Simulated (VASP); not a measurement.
Here is a VASP 6.6.1 calculation.

The input INCAR:

```
PREC = Accurate
ENCUT = 520
EDIFF = 1E-7
ISMEAR = -1
SIGMA = 0.1
LREAL = False
LASPH = True
NELM = 60
ALGO = Normal
ISIF = 2
LWAVE = False
LCHARG = True
GGA = PS
LELF = True
LVHAR = True
NBANDS = 14
```

The input KPOINTS:

```
Automatic mesh
0
Gamma
  11 11 6
```

The input POSCAR:

```
Na
1.0
    3.7200718382      0.0000000000      0.0000000000
   -1.8600359191      3.2216767158      0.0000000000
    0.0000000000      0.0000000000      6.0747305630
Na
2
Direct
    0.3333333333      0.6666666667      0.2500000000
    0.6666666667      0.3333333333      0.7500000000
```

Potentials or basis: VASP PAW PBE potentials, release 64 (Na_pv).

The run is started by

```bash
$ cat potpaw_PBE.64/Na_pv/POTCAR > POTCAR
$ mpirun -np 1 vasp_std > vasp.out
```

Q: Estimate the pressure.

A: 0.0 GPa.

Q: Estimate the band gap on the k mesh.

A: Zero (band 7 reaches 2.15 eV, above the bottom of band 8 at -1.92 eV).

Stress tensor (GPa, compression positive):
```
-0.03  0.00  0.00
 0.00 -0.03  0.00
 0.00  0.00  0.13
```

Caveat: the PAW data sets were made with another functional, which shifts forces and pressure a little.
